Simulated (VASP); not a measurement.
Runs of VASP 6.6.1 on TePt. The structure is that of space group P6_3/mmc (No. 194), or close to it. The cells are those of the table. 

| task | cell | cutoff (eV) | gap on the mesh (eV) | pressure (GPa) |
| --- | --- | --- | --- | --- |
| single point | a = 4.238, b = 4.238, c = 5.629 Å, angles 90.0, 90.0, 120.0°, 4 atoms | 520 | none | 0.0 |
| single point | a = 4.226, b = 4.226, c = 5.617 Å, angles 90.0, 90.0, 120.0°, 4 atoms | 520 | none | (a) |
| relaxation of cell and atoms | relaxed from a = 4.249, b = 4.249, c = 5.597 Å, angles 90.0, 90.0, 120.0°, 4 atoms | 600 | none | 0.0 |
| single point | a = 4.194, b = 4.194, c = 5.582 Å, angles 90.0, 90.0, 120.0°, 4 atoms | 520 | none | 4.0 |

Alike in all rows: level r2SCAN; potentials or basis VASP PAW PBE potentials, release 64 (Te, Pt); no spin polarisation; k mesh 12 × 12 × 8; smearing gaussian 0.1 eV.

Problem. Estimate the missing entries.

Solution. (a) 1.0.

Caveats: the PAW data sets were made with another functional, which shifts forces and pressure a little; spin-orbit coupling is left out, which moves the levels of the heavy elements; the cell stands under pressure (at least some runs).

A k mesh can miss the band edges, and the runs leave out spin-orbit coupling on Pt, Te.

A gap of «none» marks levels without a gap at the run's occupations.
